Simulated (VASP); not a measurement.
# Cu2Ni3 (P-3m1) in VASP: relaxation of cell and atoms with PBE

Aim: the relaxation of cell and atoms of Cu2Ni3 with PBE.

All numbers are computed with VASP 6.6.1; they aren't measurements. Logs are shortened: lines on timing, memory, paths and dates and some standing lists are left out, and cuts for length are marked.

### 1 The cell of the first run

The structure is trigonal, space group P-3m1 (No. 164). The conventional cell has a = 2.530 Å, b = 2.530 Å, c = 20.094 Å, α = 90.00°, β = 90.00°, γ = 120.00°. Cu (site symmetry 3m) has 3 Ni at 2.48 Å and 9 Cu at 2.48 to 2.53 Å within 3.3 Å. Within 3.3 Å of Cu (site symmetry 3m) lie 6 Ni at 2.48 Å and 6 Cu at 2.53 Å. Ni (site symmetry 3m) has 9 Ni at 2.48 to 2.53 Å and 3 Cu at 2.48 Å within 3.3 Å. Within 3.3 Å of Ni (site symmetry 3m) lie 3 Cu at 2.48 Å and 9 Ni at 2.48 to 2.53 Å. Ni (site symmetry 3m) has 3 Cu at 2.48 Å and 9 Ni at 2.48 to 2.53 Å within 3.3 Å.

### 2 Relaxation of cell and atoms, PBE, collinear spin, ferromagnetic start

INCAR

```
SYSTEM = Cu2Ni3
ALGO = Fast ; EDIFF = 1E-6
EDIFFG = -0.04 ; ENCUT = 600
GGA = PE ; IBRION = 2
ISIF = 3 ; ISMEAR = 0
ISPIN = 2 ; LASPH = .True.
LCHARG = .False. ; LMAXMIX = 4
LORBIT = 11 ; LREAL = .False.
LWAVE = .False. ; MAGMOM = 0 0 0 0 2 2 2 2 2 2
NELM = 150 ; NSW = 90
PREC = Accurate ; SIGMA = 0.1
```

KPOINTS

```
k-points
0
Gamma
  6 6 1
  0 0 0
```

POSCAR

```
Cu2Ni3
1.0
    2.5300129000      0.0000000000      0.0000000000
   -1.2650064500      2.1910554400      0.0000000000
    0.0000000000      0.0000000000     20.0943196400
Cu Ni
4 6
Direct
    0.3333333300      0.6666666700      0.0500000000
    0.3333333300      0.6666666700      0.6500000000
    0.6666666700      0.3333333300      0.9500000000
    0.6666666700      0.3333333300      0.3500000000
    0.3333333300      0.6666666700      0.8500000000
    0.3333333300      0.6666666700      0.2500000000
    0.3333333300      0.6666666700      0.4500000000
    0.6666666700      0.3333333300      0.1500000000
    0.6666666700      0.3333333300      0.5500000000
    0.6666666700      0.3333333300      0.7500000000
```

Potentials or basis: VASP PAW PBE potentials, release 64 (Cu, Ni).

Launch:

```bash
$ cat potpaw_PBE.64/Cu/POTCAR potpaw_PBE.64/Ni/POTCAR > POTCAR
$ mpirun -np 1 vasp_std > vasp.out
```

OUTCAR:

```text
SYSTEM = Cu2Ni3
   EDIFF = 1E-6
   EDIFFG = -0.04
   ENCUT = 600
   GGA = PE
   IBRION = 2
   ISIF = 3
   ISMEAR = 0
   ISPIN = 2
   LASPH = .True.
   LORBIT = 11
   LREAL = .False.
   NELM = 150
   NSW = 90
   PREC = Accurate

 ion  position               nearest neighbor table
   1  0.333  0.667  0.050-   3 2.48   8 2.48   3 2.48   8 2.48   3 2.48   8 2.48
   2  0.333  0.667  0.650-   9 2.48  10 2.48   9 2.48  10 2.48   9 2.48  10 2.48
   3  0.667  0.333  0.950-   1 2.48   5 2.48   1 2.48   5 2.48   1 2.48   5 2.48
   4  0.667  0.333  0.350-   6 2.48   7 2.48   6 2.48   7 2.48   6 2.48   7 2.48
   5  0.333  0.667  0.850-   3 2.48  10 2.48   3 2.48  10 2.48   3 2.48  10 2.48
   6  0.333  0.667  0.250-   4 2.48   8 2.48   4 2.48   8 2.48   4 2.48   8 2.48
   7  0.333  0.667  0.450-   9 2.48   4 2.48   9 2.48   4 2.48   9 2.48   4 2.48
   8  0.667  0.333  0.150-   1 2.48   6 2.48   1 2.48   6 2.48   1 2.48   6 2.48
   9  0.667  0.333  0.550-   7 2.48   2 2.48   7 2.48   2 2.48   7 2.48   2 2.48
  10  0.667  0.333  0.750-   2 2.48   5 2.48   2 2.48   5 2.48   2 2.48   5 2.48

  LATTYP: Found a hexagonal cell.
 ALAT       =     2.5300129000
 C/A-ratio  =     7.9423783333

  Lattice vectors:

 A1 = (   2.5300129000,   0.0000000000,   0.0000000000)
 A2 = (  -1.2650064500,   2.1910554400,   0.0000000000)
 A3 = (   0.0000000000,   0.0000000000,  20.0943196400)

Analysis of symmetry for initial positions (statically):
=====================================================================
 Subroutine PRICEL returns:
 Original cell was already a primitive cell.

 Routine SETGRP: Setting up the symmetry group for a
 hexagonal supercell.

 Subroutine GETGRP returns: Found 12 space group operations
 (whereof 12 operations were pure point group operations)
 out of a pool of 24 trial point group operations.

The static configuration has the point symmetry D_3d.

Analysis of symmetry for dynamics (positions and initial velocities):
=====================================================================
 Subroutine PRICEL returns:
 Original cell was already a primitive cell.

 Routine SETGRP: Setting up the symmetry group for a
 hexagonal supercell.

 Subroutine GETGRP returns: Found 12 space group operations
 (whereof 12 operations were pure point group operations)
 out of a pool of 24 trial point group operations.

The dynamic configuration has the point symmetry D_3d.

Analysis of structural, dynamic, and magnetic symmetry:
=====================================================================
 Subroutine PRICEL returns:
 Original cell was already a primitive cell.

 Routine SETGRP: Setting up the symmetry group for a
 hexagonal supercell.

 Subroutine GETGRP returns: Found 12 space group operations
 (whereof 12 operations were pure point group operations)
 out of a pool of 24 trial point group operations.

The overall configuration has the point symmetry D_3d.

 Subroutine INISYM returns: Found 12 space group operations
 (whereof 12 operations are pure point group operations),
 and found     1 'primitive' translations

----------------------------------------------------------------------------------------

                                     Primitive cell

  volume of cell :     111.3908

  direct lattice vectors                    reciprocal lattice vectors
     2.530012900  0.000000000  0.000000000     0.395254902  0.228200524  0.000000000
    -1.265006450  2.191055440  0.000000000     0.000000000  0.456401048  0.000000000
     0.000000000  0.000000000 20.094319640     0.000000000  0.000000000  0.049765308

  length of vectors
     2.530012900  2.530012897 20.094319640     0.456401048  0.456401048  0.049765308

  position of ions in fractional coordinates (direct lattice)
     0.333333330  0.666666670  0.050000000
     0.333333330  0.666666670  0.650000000
     0.666666670  0.333333330  0.950000000
     0.666666670  0.333333330  0.350000000
     0.333333330  0.666666670  0.850000000
[... 73 lines left out ...]
   LREAL  =      F    real-space projection
   EDIFFG = -.4E-01   stopping-criterion for IOM
   NSW    =     90    number of steps for IOM
   IBRION =      2    ionic relax: 0-MD 1-quasi-New 2-CG
   NFREE  =      1    steps in history (QN), initial steepest desc. (CG)
   ISIF   =      3    stress and relaxation
   ISYM   =      2    0-nonsym 1-usesym 2-fastsym
   POTIM  = 0.5000    time-step for ionic-motion
   TEBEG  =    0.0;   TEEND  =   0.0 temperature during run
   PSTRESS=    0.0 pullay stress
   NELECT =     104.0000    total number of electrons
   NUPDOWN=      -1.0000    fix difference up-down
   EMIN   =  10.00;   EMAX   =-10.00  energy-range for DOS
   EFERMI =   0.00;   METHOD = LEGACY
   ISMEAR =     0;   SIGMA  =   0.10  broadening in eV -4-tet -1-fermi 0-gaus
   EFERMI_NEDOS =   21; number of points for ismear=-14 and -15
   IALGO  =     68    algorithm
   IMIX   =      4    mixing-type and parameters
     AMIX     =   0.40;   BMIX     =  1.00
     AMIX_MAG =   1.60;   BMIX_MAG =  1.00
  volume/ion in A,a.u.               =      11.14        75.17
  Fermi-wavevector in a.u.,A,eV,Ry     =   1.600060  3.023674 34.833507  2.560191
  Thomas-Fermi vector in A             =   2.697255
   LORBIT       =     11    0 simple, 1 ext, 2 COOP (PROOUT), +10 PAW based schemes
   GGA     = PE    functional components
   LHFCALC =     F    Hartree Fock is set to
   AEXX    =    0.0000 exact exchange contribution
   IVDW    =     0    specifies the selected vdW correction
   LEPSILON=     F    determine dielectric tensor
   LRPA    =     F    only Hartree local field effects (RPA)
 conjugate gradient relaxation of ions
 spin polarized calculation
 RMM-DIIS sequential band-by-band and
 Gauss-broadening in eV      SIGMA  =   0.10
  energy-cutoff  :      600.00
  volume of cell :      111.39
 maximum number of plane-waves:      3753
   NGX = 11   NGY = 11   NGZ = 81

--------------------------------------- Ionic step        1  -------------------------------------------

 number of electron     103.9999982 magnetization      10.3408379

 number of electron     103.9999984 magnetization       2.2202631

 Free energy of the ion-electron system (eV)
  ---------------------------------------------------
  ext. energy  EPLUGINS =         0.00000000
  ---------------------------------------------------
  free energy    TOTEN  =       -47.41130567 eV

  energy without entropy =      -47.33032898  energy(sigma->0) =      -47.37081732

------------------------ aborting loop because EDIFF is reached ----------------------------------------

  FORCE on cell =-STRESS in cart. coord.  units (eV):
  Direction    XX          YY          ZZ          XY          YZ          ZX
  --------------------------------------------------------------------------------------
  -------------------------------------------------------------------------------------
  Total       -0.5580468     -0.5580468      6.0367276      0.0000000      0.0000000      0.0000000
  in kB       -8.0266036     -8.0266036     86.8285912      0.0000000      0.0000000      0.0000000
  external PRESSURE =      23.5917947 kB  Pullay stress =       0.0000000 kB
[... 113 lines left out ...]
  FREE ENERGIE OF THE ION-ELECTRON SYSTEM (eV)
  ---------------------------------------------------
  free  energy   TOTEN  =       -47.5348070589 eV

  energy  without entropy=      -47.4536652363  energy(sigma->0) =      -47.49423615

[... ionic steps 4 to 7 ...]

--------------------------------------- Ionic step        8  -------------------------------------------

 number of electron     103.9999996 magnetization       2.2180108

------------------------ aborting loop because EDIFF is reached ----------------------------------------
[... 83 lines left out ...]
--------------------------------------- Ionic step       10  -------------------------------------------

 number of electron     103.9999992 magnetization       2.2183412

 Free energy of the ion-electron system (eV)
  ---------------------------------------------------
  ext. energy  EPLUGINS =         0.00000000
  ---------------------------------------------------
  free energy    TOTEN  =       -47.55437539 eV

  energy without entropy =      -47.47516373  energy(sigma->0) =      -47.51476956

 E-fermi :   8.4698     XC(G=0): -13.0127

 val. band max:        8.4632632913   @ k =   0.1667  -0.0000   0.0000
 cond. band min:       8.4723695901   @ k =   0.1667   0.1667   0.0000
 fundamental gap:      0.0091062987
 Fermi energy:         8.4698401844

 spin component 1

 k-point     1 :       0.0000    0.0000    0.0000
  band No.  band energies     occupation
      1      -0.6236      1.00000
      2      -0.2560      1.00000
      3      -0.1131      1.00000
      4       0.8265      1.00000
      5       0.9811      1.00000
      6       2.3389      1.00000
[... 458 lines left out ...]
     63      13.7903      0.00000
     64      14.1518      0.00000
 Fermi energy:         8.4698401844

 spin component 2

 k-point     1 :       0.0000    0.0000    0.0000
  band No.  band energies     occupation
      1      -0.6651      1.00000
      2      -0.2978      1.00000
      3      -0.1520      1.00000
      4       0.7859      1.00000
      5       0.9484      1.00000
      6       2.3105      1.00000
[... 458 lines left out ...]
     63      13.9297      0.00000
     64      14.2236      0.00000
 [bands above 64 left out]

------------------------ aborting loop because EDIFF is reached ----------------------------------------

  FORCE on cell =-STRESS in cart. coord.  units (eV):
  Direction    XX          YY          ZZ          XY          YZ          ZX
  --------------------------------------------------------------------------------------
  -------------------------------------------------------------------------------------
  Total        0.0233477      0.0233477      0.1276129      0.0000000      0.0000000      0.0000000
  in kB        0.3315203      0.3315203      1.8120125      0.0000000      0.0000000      0.0000000
  external PRESSURE =       0.8250177 kB  Pullay stress =       0.0000000 kB
[... 25 lines left out ...]
  FREE ENERGIE OF THE ION-ELECTRON SYSTEM (eV)
  ---------------------------------------------------
  free  energy   TOTEN  =       -47.5543753863 eV

  energy  without entropy=      -47.4751637301  energy(sigma->0) =      -47.51476956

 reached required accuracy - stopping structural energy minimisation

 total charge

# of ion       s       p       d       tot
------------------------------------------
    1        0.453   0.402   9.175  10.031
    2        0.454   0.404   9.173  10.031
    3        0.453   0.402   9.175  10.031
    4        0.454   0.404   9.173  10.031
    5        0.483   0.464   8.342   9.289
    6        0.481   0.459   8.337   9.278
    7        0.481   0.459   8.335   9.275
    8        0.483   0.464   8.342   9.289
    9        0.481   0.459   8.335   9.275
   10        0.481   0.459   8.337   9.278
--------------------------------------------------
tot          4.703   4.377  86.726  95.806

 magnetization (x)

# of ion       s       p       d       tot
------------------------------------------
    1       -0.005  -0.012  -0.016  -0.033
    2       -0.005  -0.015  -0.002  -0.022
    3       -0.005  -0.012  -0.016  -0.033
    4       -0.005  -0.015  -0.002  -0.022
    5       -0.005  -0.016   0.372   0.350
    6       -0.006  -0.016   0.449   0.427
    7       -0.006  -0.018   0.466   0.442
    8       -0.005  -0.016   0.372   0.350
    9       -0.006  -0.018   0.466   0.442
   10       -0.006  -0.016   0.449   0.427
--------------------------------------------------
tot         -0.054  -0.153   2.537   2.330
```

Wall time 34 min (1 thread of Intel Xeon Platinum 8259CL at 2.50GHz (Skylake/Cascade Lake), shared host); peak memory 0.35 GiB.

Results:

```
Free energy                                           : -47.5544 eV
Relaxed volume                                        : 11.28 Å³/atom
Relaxed cell                                          : a = 2.507 Å, b = 2.507 Å, c = 20.735 Å, α = 90.00°, β = 90.00°, γ = 120.00°
Space group after relaxing (to 0.1 Å)                 : P-3m1 (No. 164)
Energy gained by relaxing                             : 14.3 meV/atom
Ionic steps                                           : 10
Pressure after relaxing                               : 0.1 GPa
Largest force after relaxing                          : 0.033 eV/Å
Net moment                                            : 2.22 μB per cell
Site moments                                          : Cu -0.03, -0.02 (each value once); Ni +0.35, +0.43, +0.44 (each value once) μB
Valence electrons inside the program's atomic spheres : Cu 10.03; Ni 9.29, 9.28 (each value once)
```

Forces in eV/Å, atoms in the order of the input:
```
Cu   0.000  0.000 -0.003
Cu   0.000  0.000 -0.009
Cu   0.000  0.000  0.003
Cu   0.000  0.000  0.009
Ni   0.000  0.000 -0.023
Ni   0.000  0.000  0.033
Ni   0.000  0.000 -0.002
Ni   0.000  0.000  0.023
Ni   0.000  0.000  0.002
Ni   0.000  0.000 -0.033
```

Stress tensor (GPa, compression positive):
```
0.03 0.00 0.00
0.00 0.03 0.00
0.00 0.00 0.18
```

Step by step:
```csv
step,energy change (eV),largest force (eV/Å),pressure (GPa),volume (Å³)
1,0.0000,0.4231,2.36,111.39
2,-0.1223,0.1738,-1.84,114.02
3,-0.1235,0.1672,-2.26,114.30
4,-0.1377,0.0769,1.09,112.16
5,-0.1407,0.1031,0.14,112.78
6,-0.1407,0.1058,0.04,112.81
7,-0.1421,0.0536,0.06,112.82
8,-0.1426,0.0408,0.07,112.83
9,-0.1426,0.0406,0.00,112.83
10,-0.1431,0.0326,0.08,112.84
```

Final structure:
```cif
data_structure
_symmetry_space_group_name_H-M 'P 1'
_symmetry_Int_Tables_number 1
_cell_length_a 2.5067
_cell_length_b 2.5067
_cell_length_c 20.7354
_cell_angle_alpha 90.000
_cell_angle_beta 90.000
_cell_angle_gamma 120.000
_cell_volume 112.84
loop_
_atom_site_label
_atom_site_type_symbol
_atom_site_fract_x
_atom_site_fract_y
_atom_site_fract_z
_atom_site_occupancy
Cu1 Cu 0.33333 0.66667 0.05164 1
Cu2 Cu 0.33333 0.66667 0.64999 1
Cu3 Cu 0.66667 0.33333 0.94836 1
Cu4 Cu 0.66667 0.33333 0.35001 1
Ni1 Ni 0.33333 0.66667 0.84823 1
Ni2 Ni 0.33333 0.66667 0.24869 1
Ni3 Ni 0.33333 0.66667 0.45147 1
Ni4 Ni 0.66667 0.33333 0.15177 1
Ni5 Ni 0.66667 0.33333 0.54853 1
Ni6 Ni 0.66667 0.33333 0.75131 1
```

Levels at points of the mesh, in eV from the Fermi level:
Spin up:
| k point | band 53 | band 54 | band 55 | band 56 | band 57 | band 58 |
| --- | --- | --- | --- | --- | --- | --- |
| (0.00, 0.00, 0.00) | -0.85 | -0.55 | -0.53 | -0.53 | -0.48 | -0.48 |
| (0.50, 0.00, 0.00) | 0.86 | 0.87 | 0.99 | 1.59 | 1.67 | 2.53 |
Spin down:
```csv
k point,band 49,band 50,band 51,band 52,band 53,band 54,band 55,band 56
"(0.00, 0.00, 0.00)",-0.53,-0.53,-0.51,-0.51,-0.48,-0.48,-0.03,-0.03
"(0.50, 0.00, 0.00)",0.35,0.35,0.60,0.63,0.90,0.99,1.12,1.63
```

Caveat: the k points lie up to 0.48 Å⁻¹ apart in the final cell.
